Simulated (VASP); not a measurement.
# Hf3O4 (I-43d) in VASP: single point with r2SCAN

Aim: the single point of Hf3O4 with r2SCAN.

All numbers are computed with VASP 6.6.1; they aren't measurements. Logs are shortened: lines on timing, memory, paths and dates and some standing lists are left out, and cuts for length are marked.

## Step 1: The cell of the first run

Symmetry: I-43d, No. 220, cubic system. Conventional cell: a = 6.701 Å, b = 6.701 Å, c = 6.701 Å, α = 90.00°, β = 90.00°, γ = 90.00°. Hf (site symmetry -4) has 8 O at 2.18 to 2.47 Å within 2.9 Å. Within 2.9 Å of O (site symmetry 3) lie 6 Hf at 2.18 to 2.47 Å and 3 O at 2.64 Å.

## Step 2: Single point, r2SCAN

The input, POSCAR:

```
Hf3O4
1.0
   -3.3502910000      3.3502910000      3.3502910000
    3.3502910000     -3.3502910000      3.3502910000
    3.3502910000      3.3502910000     -3.3502910000
Hf O
6 8
Direct
    0.2500000000      0.6250000000      0.3750000000
    0.3750000000      0.2500000000      0.6250000000
    0.7500000000      0.8750000000      0.1250000000
    0.1250000000      0.7500000000      0.8750000000
    0.6250000000      0.3750000000      0.2500000000
    0.8750000000      0.1250000000      0.7500000000
    0.1260000000      0.1260000000      0.1260000000
    0.8740000000      0.5000000000      0.0000000000
    0.5000000000      0.0000000000      0.3740000000
    0.0000000000      0.8740000000      0.5000000000
    0.3740000000      0.5000000000      0.0000000000
    0.6260000000      0.6260000000      0.6260000000
    0.0000000000      0.3740000000      0.5000000000
    0.5000000000      0.0000000000      0.8740000000
```

The input, INCAR.step1:

```
  PREC = Accurate
  ENCUT = 520
  ISMEAR = -1
  SIGMA = 0.0293
  LREAL = F
  LASPH = T
  NELM = 100
  NBANDS = 67
  GGA = PE
  ALGO = Normal
  EDIFF = 1E-4
  LWAVE = T
  LCHARG = F
```

The input, INCAR.step2:

```
  PREC = Accurate
  ENCUT = 520
  EDIFF = 1E-6
  ISMEAR = -1
  SIGMA = 0.0293
  LREAL = F
  LASPH = T
  NELM = 100
  ALGO = Normal
  ISIF = 2
  LWAVE = F
  LCHARG = F
  METAGGA = R2SCAN
  LMIXTAU = T
  NBANDS = 67
  ISTART = 1
```

The input, KPOINTS:

```
Automatic mesh
0
Gamma
  7 7 7
```

Potentials or basis: VASP PAW PBE potentials, release 64 (Hf_pv, O).

Launch:

```
$ cat potpaw_PBE.64/Hf_pv/POTCAR potpaw_PBE.64/O/POTCAR > POTCAR
$ cp INCAR.step1 INCAR
$ mpirun -np 1 vasp_std > vasp.out
$ cp INCAR.step2 INCAR
$ mpirun -np 1 vasp_std > vasp.out
```

OUTCAR:

```text
PREC = Accurate
   ENCUT = 520
   EDIFF = 1E-6
   ISMEAR = -1
   LREAL = F
   LASPH = T
   NELM = 100
   ISIF = 2
   METAGGA = R2SCAN
   ISTART = 1

 ion  position               nearest neighbor table
   1  0.250  0.625  0.375-  13 2.18   9 2.18  12 2.18   8 2.18  11 2.47   7 2.47  10 2.47  14 2.47
                             2 3.13   2 3.13   4 3.13   5 3.13   4 3.13   6 3.13   6 3.13   5 3.13
   2  0.375  0.250  0.625-   9 2.18  10 2.18  11 2.18  12 2.18   7 2.47   8 2.47  13 2.47  14 2.47
                             5 3.13   6 3.13   3 3.13   5 3.13   1 3.13   1 3.13   6 3.13   3 3.13
   3  0.750  0.875  0.125-   7 2.18  10 2.18  11 2.18  14 2.18   9 2.47  12 2.47  13 2.47   8 2.47
                             5 3.13   6 3.13   2 3.13   6 3.13   4 3.13   5 3.13   2 3.13   4 3.13
   4  0.125  0.750  0.875-   8 2.18   7 2.18  13 2.18  14 2.18  11 2.47  12 2.47   9 2.47  10 2.47
                             3 3.13   1 3.13   3 3.13   6 3.13   1 3.13   5 3.13   6 3.13   5 3.13
   5  0.625  0.375  0.250-  11 2.18  12 2.18  13 2.18  14 2.18   9 2.47  10 2.47   7 2.47   8 2.47
                             4 3.13   1 3.13   2 3.13   3 3.13   2 3.13   3 3.13   1 3.13   4 3.13
   6  0.875  0.125  0.750-   7 2.18   8 2.18   9 2.18  10 2.18  11 2.47  12 2.47  14 2.47  13 2.47
                             1 3.13   2 3.13   3 3.13   4 3.13   3 3.13   2 3.13   4 3.13   1 3.13
   7  0.126  0.126  0.126-   3 2.18   4 2.18   6 2.18   5 2.47   1 2.47   2 2.47
   8  0.874  0.500  0.000-   4 2.18   1 2.18   6 2.18   2 2.47   5 2.47   3 2.47
   9  0.500  0.000  0.374-   1 2.18   2 2.18   6 2.18   5 2.47   3 2.47   4 2.47
  10  0.000  0.874  0.500-   2 2.18   3 2.18   6 2.18   5 2.47   1 2.47   4 2.47
  11  0.374  0.500  0.000-   2 2.18   3 2.18   5 2.18   6 2.47   1 2.47   4 2.47
  12  0.626  0.626  0.626-   1 2.18   2 2.18   5 2.18   6 2.47   3 2.47   4 2.47
  13  0.000  0.374  0.500-   1 2.18   4 2.18   5 2.18   2 2.47   3 2.47   6 2.47
  14  0.500  0.000  0.874-   3 2.18   4 2.18   5 2.18   6 2.47   1 2.47   2 2.47

  LATTYP: Found a body centered cubic cell.
 ALAT       =     6.7005820000

  Lattice vectors:

 A1 = (  -3.3502910000,   3.3502910000,   3.3502910000)
 A2 = (   3.3502910000,  -3.3502910000,   3.3502910000)
 A3 = (   3.3502910000,   3.3502910000,  -3.3502910000)

Analysis of symmetry for initial positions (statically):
=====================================================================
 Subroutine PRICEL returns:
 Original cell was already a primitive cell.

 Routine SETGRP: Setting up the symmetry group for a
 body centered cubic supercell.

 Subroutine GETGRP returns: Found 24 space group operations
 (whereof  3 operations were pure point group operations)
 out of a pool of 48 trial point group operations.

The static configuration has the point symmetry C_3 .
 The point group associated with its full space group is T_d .

Analysis of symmetry for dynamics (positions and initial velocities):
=====================================================================
 Subroutine PRICEL returns:
 Original cell was already a primitive cell.

 Routine SETGRP: Setting up the symmetry group for a
 body centered cubic supercell.

 Subroutine GETGRP returns: Found 24 space group operations
 (whereof  3 operations were pure point group operations)
 out of a pool of 48 trial point group operations.

The dynamic configuration has the point symmetry C_3 .
 The point group associated with its full space group is T_d .

 Subroutine INISYM returns: Found 24 space group operations
 (whereof  3 operations are pure point group operations),
 and found     1 'primitive' translations

----------------------------------------------------------------------------------------

                                     Primitive cell

  volume of cell :     150.4207

  direct lattice vectors                    reciprocal lattice vectors
    -3.350291000  3.350291000  3.350291000     0.000000000  0.149240767  0.149240767
     3.350291000 -3.350291000  3.350291000     0.149240767  0.000000000  0.149240767
     3.350291000  3.350291000 -3.350291000     0.149240767  0.149240767  0.000000000

  length of vectors
     5.802874232  5.802874232  5.802874232     0.211058317  0.211058317  0.211058317

  position of ions in fractional coordinates (direct lattice)
     0.250000000  0.625000000  0.375000000
     0.375000000  0.250000000  0.625000000
     0.750000000  0.875000000  0.125000000
     0.125000000  0.750000000  0.875000000
[... 42 lines left out ...]

  Length of vectors
     0.030151188  0.030151188  0.030151188

  Shift w.r.t. Gamma in fractional coordinates (k-lattice)
     0.000000000  0.000000000  0.000000000

 Subroutine IBZKPT returns following result:
 ===========================================

 Found     20 irreducible k-points:

 Following reciprocal coordinates:
            Coordinates               Weight
  0.000000  0.000000  0.000000      1.000000
  0.142857  0.000000  0.000000     12.000000
  0.285714  0.000000  0.000000     12.000000
  0.428571  0.000000  0.000000     12.000000
  0.142857  0.142857  0.000000     24.000000
  0.285714  0.142857  0.000000     48.000000
[... 12 lines left out ...]
 -0.428571 -0.428571  0.285714      8.000000
 -0.428571  0.428571  0.428571      6.000000
   k-points           NKPTS =     20   k-points in BZ     NKDIM =     20   number of bands    NBANDS=     67
   number of dos      NEDOS =    301   number of ions     NIONS =     14
   total plane-waves  NPLWV = 110592
   dimension x,y,z NGX =    48 NGY =   48 NGZ =   48
   dimension x,y,z NGXF=    96 NGYF=   96 NGZF=   96
   ions per type =               6   8
   NGX,Y,Z   is equivalent  to a cutoff of  13.75, 13.75, 13.75 a.u.
   NGXF,Y,Z  is equivalent  to a cutoff of  27.50, 27.50, 27.50 a.u.
 SYSTEM =  unknown system
   PREC   = accura    normal or accurate (medium, high low for compatibility)
   ISTART =      1    job   : 0-new  1-cont  2-samecut
   ICHARG =      0    charge: 1-file 2-atom 10-const
   ISPIN  =      1    spin polarized calculation?
   LNONCOLLINEAR =      F non collinear calculations
   LSORBIT =      F    spin-orbit coupling
   LASPH  =      T    aspherical Exc in radial PAW
   ENCUT  =  520.0 eV  38.22 Ry    6.18 a.u.  10.79 10.79 10.79*2*pi/ulx,y,z
   NELM   =    100;   NELMIN=  2; NELMDL=  0     # of ELM steps
   EDIFF  = 0.1E-05   stopping-criterion for ELM
   LREAL  =      F    real-space projection
   EDIFFG = 0.1E-04   stopping-criterion for IOM
   NSW    =      0    number of steps for IOM
   IBRION =     -1    ionic relax: 0-MD 1-quasi-New 2-CG
   NFREE  =      0    steps in history (QN), initial steepest desc. (CG)
   ISIF   =      2    stress and relaxation
   ISYM   =      2    0-nonsym 1-usesym 2-fastsym
   POTIM  = 0.5000    time-step for ionic-motion
   TEBEG  =    0.0;   TEEND  =   0.0 temperature during run
   PSTRESS=    0.0 pullay stress
   NELECT =     108.0000    total number of electrons
   NUPDOWN=      -1.0000    fix difference up-down
   EMIN   =  10.00;   EMAX   =-10.00  energy-range for DOS
   EFERMI =   0.00;   METHOD = LEGACY
   ISMEAR =    -1;   SIGMA  =   0.03  broadening in eV -4-tet -1-fermi 0-gaus
   EFERMI_NEDOS =   21; number of points for ismear=-14 and -15
   IALGO  =     38    algorithm
   IMIX   =      4    mixing-type and parameters
     AMIX     =   0.40;   BMIX     =  1.00
     AMIX_MAG =   1.60;   BMIX_MAG =  1.00
  volume/ion in A,a.u.               =      10.74        72.51
  Fermi-wavevector in a.u.,A,eV,Ry     =   1.465931  2.770208 29.238294  2.148954
  Thomas-Fermi vector in A             =   2.581729
   LORBIT       =      0    0 simple, 1 ext, 2 COOP (PROOUT), +10 PAW based schemes
   METAGGA = R2SCAN    functional components
   LHFCALC =     F    Hartree Fock is set to
   AEXX    =    0.0000 exact exchange contribution
   IVDW    =     0    specifies the selected vdW correction
   LEPSILON=     F    determine dielectric tensor
   LRPA    =     F    only Hartree local field effects (RPA)
 non-spin polarized calculation
  energy-cutoff  :      520.00
  volume of cell :      150.42
 maximum number of plane-waves:      4093
 NGX is ok and might be reduce to    48
   NGX = 21   NGY = 21   NGZ = 21

 number of electron     107.9999968 magnetization

 Free energy of the ion-electron system (eV)
  ---------------------------------------------------
  ext. energy  EPLUGINS =         0.00000000
  ---------------------------------------------------
  free energy    TOTEN  =      -353.85792053 eV

  energy without entropy =     -353.84587128  energy(sigma->0) =     -353.85189591

 E-fermi :   8.9657     XC(G=0): -13.4185

 val. band max:        8.9533910514   @ k =  -0.4286  -0.4286   0.2857
 cond. band min:       8.9762040856   @ k =  -0.1429   0.1429   0.1429
 fundamental gap:      0.0228130342
 Fermi energy:         8.9657098845

 k-point     1 :       0.0000    0.0000    0.0000
  band No.  band energies     occupation
      1     -25.1318      2.00000
      2     -25.1318      2.00000
      3     -25.1318      2.00000
      4     -25.0068      2.00000
      5     -24.9668      2.00000
      6     -24.9668      2.00000
[... 1369 lines left out ...]
     65      11.4163      0.00000
     66      11.5227      0.00000
 [bands above 66 left out]

------------------------ aborting loop because EDIFF is reached ----------------------------------------

  FORCE on cell =-STRESS in cart. coord.  units (eV):
  Direction    XX          YY          ZZ          XY          YZ          ZX
  --------------------------------------------------------------------------------------
  -------------------------------------------------------------------------------------
  Total        2.4768617      2.4768617      2.4768617      0.0000000      0.0000000      0.0000000
  in kB       26.3818200     26.3818200     26.3818200      0.0000000      0.0000000      0.0000000
  external PRESSURE =      26.3818200 kB  Pullay stress =       0.0000000 kB

 VOLUME and BASIS-vectors are now :
 -----------------------------------------------------------------------------
  energy-cutoff  :      520.00
  volume of cell :      150.42
      direct lattice vectors                 reciprocal lattice vectors
    -3.350291000  3.350291000  3.350291000     0.000000000  0.149240767  0.149240767
     3.350291000 -3.350291000  3.350291000     0.149240767  0.000000000  0.149240767
     3.350291000  3.350291000 -3.350291000     0.149240767  0.149240767  0.000000000

 POSITION                                       TOTAL-FORCE (eV/Angst)
 -----------------------------------------------------------------------------------
      2.51272      0.00000      1.67515         0.000000     -0.000000      0.000000
      1.67515      2.51272      0.00000         0.000000     -0.000000      0.000000
      0.83757     -0.00000      5.02544         0.000000     -0.000000      0.000000
      5.02544      0.83757     -0.00000         0.000000     -0.000000     -0.000000
     -0.00000      1.67515      2.51272         0.000000     -0.000000      0.000000
     -0.00000      5.02544      0.83757         0.000000     -0.000000     -0.000000
      0.42214      0.42214      0.42214         0.856230      0.856230      0.856230
     -1.25301      1.25301      4.60330         0.856230     -0.856230     -0.856230
     -0.42214      2.92815      0.42214        -0.856230     -0.856230      0.856230
      4.60330     -1.25301      1.25301        -0.856230      0.856230     -0.856230
      0.42214     -0.42214      2.92815         0.856230     -0.856230     -0.856230
      2.09728      2.09728      2.09728         0.856230      0.856230      0.856230
      2.92815      0.42214     -0.42214        -0.856230      0.856230     -0.856230
      1.25301      4.60330     -1.25301        -0.856230     -0.856230      0.856230
 -----------------------------------------------------------------------------------
    total drift:                               -0.000010     -0.000010     -0.000010

  FREE ENERGIE OF THE ION-ELECTRON SYSTEM (eV)
  ---------------------------------------------------
  free  energy   TOTEN  =      -353.8579205347 eV

  energy  without entropy=     -353.8458712795  energy(sigma->0) =     -353.85189591
```

It took 32 min on 1 thread of Oxide Virtual Turin-like, shared host; peak memory 0.41 GiB.

What came out:

```
Free energy            : -353.8579 eV
Pressure               : 2.6 GPa
Largest force          : 1.483 eV/Å
Band gap on the k mesh : zero (band 54 reaches 9.15 eV, above the bottom of band 55 at 8.56 eV)
```

Forces on the atoms (eV/Å):
```
Hf   0.000  0.000  0.000
Hf   0.000  0.000  0.000
Hf   0.000  0.000  0.000
Hf   0.000  0.000  0.000
Hf   0.000  0.000  0.000
Hf   0.000  0.000  0.000
O    0.856  0.856  0.856
O    0.856 -0.856 -0.856
O   -0.856 -0.856  0.856
O   -0.856  0.856 -0.856
O    0.856 -0.856 -0.856
O    0.856  0.856  0.856
O   -0.856  0.856 -0.856
O   -0.856 -0.856  0.856
```

Caveat: the PAW data sets were made with another functional, which shifts forces and pressure a little; spin-orbit coupling is left out, which moves the levels of the heavy elements.
